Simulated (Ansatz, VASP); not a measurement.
One calculation of NaCl, two programs

INCAR

```
SYSTEM = NaCl
ALGO = Normal
EDIFF = 1E-6
EDIFFG = -0.04
ENCUT = 600
GGA = PE
IBRION = 2
ISIF = 3
ISMEAR = 0
LASPH = .True.
LCHARG = .False.
LREAL = .False.
LWAVE = .False.
NELM = 80
NSW = 90
PREC = Accurate
SIGMA = 0.1
```

File KPOINTS:

```
k-points
0
Gamma
  8 8 8
  0 0 0
```

POSCAR

```
NaCl
1.0
   -2.5359118500      2.5359118500      1.3843249400
    2.5359118500     -2.5359118500      1.3843249400
    2.5359118500      2.5359118500     -1.3843249400
Na Cl
1 1
Direct
    0.0000000000      0.0000000000      0.0000000000
    0.2500000000      0.7500000000      0.5000000000
```

Input for Ansatz:

```yaml
crystal:
  lattice:
    - [-2.53591185, 2.53591185, 1.38432494]
    - [2.53591185, -2.53591185, 1.38432494]
    - [2.53591185, 2.53591185, -1.38432494]
  atoms:
    - { symbol: Na, position: [0.0, 0.0, 0.0] }
    - { symbol: Cl, position: [0.25, 0.75, 0.5] }
basis:
  ecutwfc: 420
kpoints:
  mp_grid: { grid: [8, 8, 8] }
hamiltonian:
  xc: pbe
scf:
  occupations: { method: gaussian, width: 0.1 }
  lower_state_search: "off"
output:
  forces: true
  stress: true
  eigenvalues: true
relax:
  adjacent_minimum: "off"
  f_tol: 0.04
  max_steps: 70
  cell: { stress_tol: 0.4 }
```

Alike in both runs: task relaxation of cell and atoms; functional PBE; k mesh 8 × 8 × 8; occupations gaussian, width 0.1 eV; no spin polarisation.

|  | VASP | Ansatz |
| --- | --- | --- |
| version | VASP 6.6.1 | Ansatz 0.2.0 |
| potentials or method | VASP PAW PBE potentials, release 64 (Na_pv, Cl), cutoff 600 eV | scalar-relativistic, plane waves, PAW |
| valence electrons in the cell | 14 | 16 |

|  | VASP | Ansatz | Ansatz less VASP |
| --- | --- | --- | --- |
| gap on the k mesh at the Fermi level, each at its own relaxed structure (eV) | 4.52 | 4.66 | +0.140 |
| relaxed volume (Å³/atom) | 26.52 | 28.43 | +1.905 |
| relaxed length of the cell vector where the two differ most in proportion (Å) | 4.123 | 4.196 | +0.0732 |

One of these differences is far larger than is usual between the two programs; its cause wasn't traced. VASP's potentials hold 14 valence electrons a cell and Ansatz's 16, so a difference there can come from the potentials and not from the codes.

Noted on VASP's run: the volume moved by over 15 % at a fixed basis, so the end points are rough.
